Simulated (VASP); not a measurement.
# InP3 (R-3m) in VASP: a series of runs

InP3 is run at these levels: r2SCAN; tasks: single point.

Everything below comes from runs of VASP 6.6.1. Logs are shortened: lines on timing, memory, paths and dates and some standing lists are left out, and cuts for length are marked.

## Step 1: The cell of the first run

The structure is trigonal, space group R-3m (No. 166). Conventional cell: a = 7.483 Å, b = 7.483 Å, c = 9.299 Å, α = 90.00°, β = 90.00°, γ = 120.00°. In (site symmetry 3m) has 9 P at 2.62 to 3.57 Å within 3.6 Å. P (site symmetry m) has 2 P at 2.17 Å and 2 In at 2.62 to 2.79 Å within 2.9 Å.

## Step 2: Single point, r2SCAN (strain +0.000 along x and y, -0.080 along z)

File POSCAR:

```
InP3
1.0
    3.7414989631      2.1601554335      3.0997117923
   -3.7414989631      2.1601554335      3.0997117923
    0.0000000000     -4.3203108670      3.0997117923
In P
2 6
Direct
    0.2702520051      0.2702520051      0.2702520051
    0.7297479949      0.7297479949      0.7297479949
    0.7982893833      0.2446976833      0.7982893833
    0.7982893833      0.7982893833      0.2446976833
    0.2446976833      0.7982893833      0.7982893833
    0.2017106167      0.7553023167      0.2017106167
    0.7553023167      0.2017106167      0.2017106167
    0.2017106167      0.2017106167      0.7553023167
```

File INCAR.step1:

```
  ALGO = Normal
  EDIFF = 1E-5
  ENCUT = 550
  GGA = PE
  GGA_COMPAT = F
  ISMEAR = 0
  LASPH = T
  LCHARG = F
  LREAL = F
  LWAVE = T
  NBANDS = 38
  NELM = 120
  PREC = Accurate
  SIGMA = 0.15
```

File INCAR.step2:

```
  ALGO = Normal
  EDIFF = 1E-6
  ENCUT = 550
  GGA_COMPAT = F
  ISIF = 2
  ISMEAR = 0
  ISTART = 1
  LASPH = T
  LCHARG = F
  LMIXTAU = T
  LREAL = F
  LWAVE = F
  METAGGA = R2SCAN
  NBANDS = 38
  NELM = 120
  PREC = Accurate
  SIGMA = 0.15
```

File KPOINTS:

```
k-points
0
Gamma
  6 6 6
```

Potentials or basis: VASP PAW PBE potentials, release 64 (In_d, P).

Launch:

```console
> cat potpaw_PBE.64/In_d/POTCAR potpaw_PBE.64/P/POTCAR > POTCAR
> cp INCAR.step1 INCAR
> mpirun -np 1 vasp_std > vasp.out
> cp INCAR.step2 INCAR
> mpirun -np 1 vasp_std > vasp.out
```

OUTCAR:

```text
EDIFF = 1E-6
   ENCUT = 550
   ISIF = 2
   ISMEAR = 0
   ISTART = 1
   LASPH = T
   LREAL = F
   METAGGA = R2SCAN
   NELM = 120
   PREC = Accurate

 ion  position               nearest neighbor table
   1  0.270  0.270  0.270-   8 2.62   7 2.62   6 2.62   8 2.79   6 2.79   7 2.79
   2  0.730  0.730  0.730-   4 2.62   3 2.62   5 2.62   4 2.79   5 2.79   3 2.79
   3  0.798  0.245  0.798-   7 2.17   8 2.17   2 2.62   2 2.79
   4  0.798  0.798  0.245-   6 2.17   7 2.17   2 2.62   2 2.79
   5  0.245  0.798  0.798-   6 2.17   8 2.17   2 2.62   2 2.79
   6  0.202  0.755  0.202-   5 2.17   4 2.17   1 2.62   1 2.79
   7  0.755  0.202  0.202-   3 2.17   4 2.17   1 2.62   1 2.79
   8  0.202  0.202  0.755-   3 2.17   5 2.17   1 2.62   1 2.79

  LATTYP: Found a trigonal (rhomboedric) cell.
 ALAT       =     5.3172642574
 COS(alpha) =     0.0097501957

  Lattice vectors:

 A1 = (   3.7414989631,   2.1601554335,   3.0997117923)
 A2 = (  -3.7414989631,   2.1601554335,   3.0997117923)
 A3 = (   0.0000000000,  -4.3203108670,   3.0997117923)

Analysis of symmetry for initial positions (statically):
=====================================================================
 Subroutine PRICEL returns:
 Original cell was already a primitive cell.

 Routine SETGRP: Setting up the symmetry group for a
 trigonal (rhombohedral) supercell.

 Subroutine GETGRP returns: Found 12 space group operations
 (whereof 12 operations were pure point group operations)
 out of a pool of 12 trial point group operations.

The static configuration has the point symmetry D_3d.

Analysis of symmetry for dynamics (positions and initial velocities):
=====================================================================
 Subroutine PRICEL returns:
 Original cell was already a primitive cell.

 Routine SETGRP: Setting up the symmetry group for a
 trigonal (rhombohedral) supercell.

 Subroutine GETGRP returns: Found 12 space group operations
 (whereof 12 operations were pure point group operations)
 out of a pool of 12 trial point group operations.

The dynamic configuration has the point symmetry D_3d.

 Subroutine INISYM returns: Found 12 space group operations
 (whereof 12 operations are pure point group operations),
 and found     1 'primitive' translations

----------------------------------------------------------------------------------------
[... 110 lines left out ...]
   NFREE  =      0    steps in history (QN), initial steepest desc. (CG)
   ISIF   =      2    stress and relaxation
   ISYM   =      2    0-nonsym 1-usesym 2-fastsym
   POTIM  = 0.5000    time-step for ionic-motion
   TEBEG  =    0.0;   TEEND  =   0.0 temperature during run
   PSTRESS=    0.0 pullay stress
   NELECT =      56.0000    total number of electrons
   NUPDOWN=      -1.0000    fix difference up-down
   EMIN   =  10.00;   EMAX   =-10.00  energy-range for DOS
   EFERMI =   0.00;   METHOD = LEGACY
   ISMEAR =     0;   SIGMA  =   0.15  broadening in eV -4-tet -1-fermi 0-gaus
   EFERMI_NEDOS =   21; number of points for ismear=-14 and -15
   IALGO  =     38    algorithm
   IMIX   =      4    mixing-type and parameters
     AMIX     =   0.40;   BMIX     =  1.00
     AMIX_MAG =   1.60;   BMIX_MAG =  1.00
  volume/ion in A,a.u.               =      18.79       126.80
  Fermi-wavevector in a.u.,A,eV,Ry     =   1.177976  2.226052 18.879818  1.387627
  Thomas-Fermi vector in A             =   2.314313
   LORBIT       =      0    0 simple, 1 ext, 2 COOP (PROOUT), +10 PAW based schemes
   METAGGA = R2SCAN    functional components
   LHFCALC =     F    Hartree Fock is set to
   AEXX    =    0.0000 exact exchange contribution
   IVDW    =     0    specifies the selected vdW correction
   LEPSILON=     F    determine dielectric tensor
   LRPA    =     F    only Hartree local field effects (RPA)
 non-spin polarized calculation
 Gauss-broadening in eV      SIGMA  =   0.15
  energy-cutoff  :      550.00
  volume of cell :      150.32
 maximum number of plane-waves:      4422
 NGX is ok and might be reduce to    42
   NGX = 21   NGY = 21   NGZ = 21

 number of electron      56.0000004 magnetization

 Free energy of the ion-electron system (eV)
  ---------------------------------------------------
  ext. energy  EPLUGINS =         0.00000000
  ---------------------------------------------------
  free energy    TOTEN  =       -99.80598447 eV

  energy without entropy =      -99.79527487  energy(sigma->0) =      -99.80062967

 E-fermi :   7.3795     XC(G=0): -10.9795

 val. band max:        7.2671155634   @ k =   0.5000   0.5000   0.3333
 cond. band min:       7.3809999586   @ k =   0.1667   0.1667   0.0000
 fundamental gap:      0.1138843953
 Fermi energy:         7.3795242569

 k-point     1 :       0.0000    0.0000    0.0000
  band No.  band energies     occupation
      1      -8.0174      2.00000
      2      -7.8979      2.00000
      3      -7.8979      2.00000
      4      -7.7040      2.00000
      5      -7.7040      2.00000
      6      -7.5970      2.00000
[... 973 lines left out ...]
     37      12.4647      0.00000
     38      12.7465      0.00000

 [... further k-points ...]

------------------------ aborting loop because EDIFF is reached ----------------------------------------

  FORCE on cell =-STRESS in cart. coord.  units (eV):
  Direction    XX          YY          ZZ          XY          YZ          ZX
  --------------------------------------------------------------------------------------
  -------------------------------------------------------------------------------------
  Total        4.0111755      4.0111755      8.9487061      0.0000000      0.0000000      0.0000000
  in kB       42.7542257     42.7542257     95.3822646      0.0000000      0.0000000      0.0000000
  external PRESSURE =      60.2969053 kB  Pullay stress =       0.0000000 kB

 VOLUME and BASIS-vectors are now :
 -----------------------------------------------------------------------------
  energy-cutoff  :      550.00
  volume of cell :      150.32
      direct lattice vectors                 reciprocal lattice vectors
     3.741498963  2.160155433  3.099711792     0.133636279  0.077154942  0.107536879
    -3.741498963  2.160155433  3.099711792    -0.133636279  0.077154942  0.107536879
     0.000000000 -4.320310867  3.099711792     0.000000000 -0.154309884  0.107536879

 POSITION                                       TOTAL-FORCE (eV/Angst)
 -----------------------------------------------------------------------------------
      0.00000      0.00000      2.51311         0.000000      0.000000      0.177834
      0.00000      0.00000      6.78603         0.000000     -0.000000     -0.177834
      2.07126     -1.19584      5.70743        -0.115072      0.066437     -0.603526
      0.00000      2.39169      5.70743         0.000000     -0.132874     -0.603526
     -2.07126     -1.19584      5.70743         0.115072      0.066437     -0.603526
     -2.07126      1.19584      3.59171         0.115072     -0.066437      0.603526
      2.07126      1.19584      3.59171        -0.115072     -0.066437      0.603526
      0.00000     -2.39169      3.59171         0.000000      0.132874      0.603526
 -----------------------------------------------------------------------------------
    total drift:                               -0.000000     -0.000000      0.000000

  FREE ENERGIE OF THE ION-ELECTRON SYSTEM (eV)
  ---------------------------------------------------
  free  energy   TOTEN  =       -99.8059844746 eV

  energy  without entropy=      -99.7952748729  energy(sigma->0) =      -99.80062967
```

It took 6.2 min on 1 thread of Intel Xeon 6975P-C (Granite Rapids), shared host; peak memory 0.38 GiB.

Results:

| Item | Value |
| --- | --- |
| Free energy | -99.8060 eV |
| Pressure | 6.0 GPa |
| Largest force | 0.618 eV/Å |
| Band gap on the k mesh | zero (bands 28 and 29 overlap by 0.26 eV) |

Forces in eV/Å, atoms in the order of the input:
```
In   0.000  0.000  0.178
In   0.000  0.000 -0.178
P   -0.115  0.066 -0.604
P    0.000 -0.133 -0.604
P    0.115  0.066 -0.604
P    0.115 -0.066  0.604
P   -0.115 -0.066  0.604
P    0.000  0.133  0.604
```

Caveat: the cell differs from its parent crystal (strain +0.000 along x and y, -0.080 along z); the cell stands under pressure; semilocal functionals underestimate gaps, so a narrow gap can read as zero; the PAW data sets were made with another functional, which shifts forces and pressure a little; spin-orbit coupling is left out, which moves the levels of the heavy elements.

## Step 3: Single point, r2SCAN (strain -0.040 along x and y, +0.000 along z)

POSCAR: that of step 2 with these lines changed.

```diff
@@ -2,5 +2,5 @@
 1.0
-    3.7414989631      2.1601554335      3.0997117923
-   -3.7414989631      2.1601554335      3.0997117923
-    0.0000000000     -4.3203108670      3.0997117923
+    3.5918390046      2.0737492162      3.3692519481
+   -3.5918390046      2.0737492162      3.3692519481
+    0.0000000000     -4.1474984323      3.3692519481
 In P
```

File INCAR.step1:

```
SYSTEM = InP3
  ALGO = Normal
  EDIFF = 1E-5
  ENCUT = 550
  GGA = PE
  GGA_COMPAT = .False.
  ISMEAR = 0
  LASPH = .True.
  LCHARG = .False.
  LREAL = .False.
  LWAVE = .True.
  NBANDS = 38
  NELM = 120
  PREC = Accurate
  SIGMA = 0.15
```

File INCAR.step2:

```
SYSTEM = InP3
  ALGO = Normal
  EDIFF = 1E-6
  ENCUT = 550
  GGA_COMPAT = .False.
  ISIF = 2
  ISMEAR = 0
  ISTART = 1
  LASPH = .True.
  LCHARG = .False.
  LMIXTAU = .True.
  LREAL = .False.
  LWAVE = .False.
  METAGGA = R2SCAN
  NBANDS = 38
  NELM = 120
  PREC = Accurate
  SIGMA = 0.15
```

File KPOINTS:

```
k-points
0
Gamma
  6 6 6
  0 0 0
```

Potentials or basis: VASP PAW PBE potentials, release 64 (In_d, P).

Launch:

```console
> cat potpaw_PBE.64/In_d/POTCAR potpaw_PBE.64/P/POTCAR > POTCAR
> cp INCAR.step1 INCAR
> mpirun -np 1 vasp_std > vasp.out
> cp INCAR.step2 INCAR
> mpirun -np 1 vasp_std > vasp.out
```

It took 5.6 min on 1 thread of Intel Xeon 6975P-C (Granite Rapids), shared host; peak memory 0.37 GiB.

Results (log left out):

```yaml
Free_energy: -99.7686 eV
Pressure: 8.7 GPa
Largest_force: 0.687 eV/Å
Band_gap_on_the_k_mesh: zero (bands 28 and 29 overlap by 0.53 eV)
```

Forces in eV/Å, atoms in the order of the input:
```
In   0.000  0.000 -0.061
In   0.000  0.000  0.061
P   -0.475  0.274 -0.415
P    0.000 -0.548 -0.415
P    0.475  0.274 -0.415
P    0.475 -0.274  0.415
P   -0.475 -0.274  0.415
P    0.000  0.548  0.415
```

Stress tensor (GPa, compression positive):
```
11.02  0.00  0.00
 0.00 11.02  0.00
 0.00  0.00  4.01
```

Levels at points of the mesh, in eV from the Fermi level:
| k point | band 24 | band 25 | band 26 | band 27 | band 28 | band 29 | band 30 | band 31 | band 32 | band 33 |
| --- | --- | --- | --- | --- | --- | --- | --- | --- | --- | --- |
| (0.00, 0.00, 0.00) | -2.48 | -2.48 | -2.19 | -0.69 | -0.69 | -0.32 | -0.01 | 2.26 | 2.44 | 2.44 |
| (0.50, 0.00, 0.00) | -3.00 | -2.81 | -1.51 | -1.32 | -1.29 | 0.66 | 2.71 | 3.24 | 3.25 | 3.56 |
| (0.50, 0.50, 0.00) | -2.97 | -1.62 | -0.91 | -0.75 | -0.07 | 1.73 | 1.97 | 2.44 | 2.97 | 3.71 |
| (0.50, 0.50, 0.50) | -1.41 | 0.01 | 0.01 | 0.22 | 0.22 | 1.94 | 1.94 | 2.18 | 2.18 | 2.25 |

Caveat: the cell differs from its parent crystal (strain -0.040 along x and y, +0.000 along z); the cell stands under pressure; semilocal functionals underestimate gaps, so a narrow gap can read as zero; the PAW data sets were made with another functional, which shifts forces and pressure a little; spin-orbit coupling is left out, which moves the levels of the heavy elements.

[end of part 1 of 2]
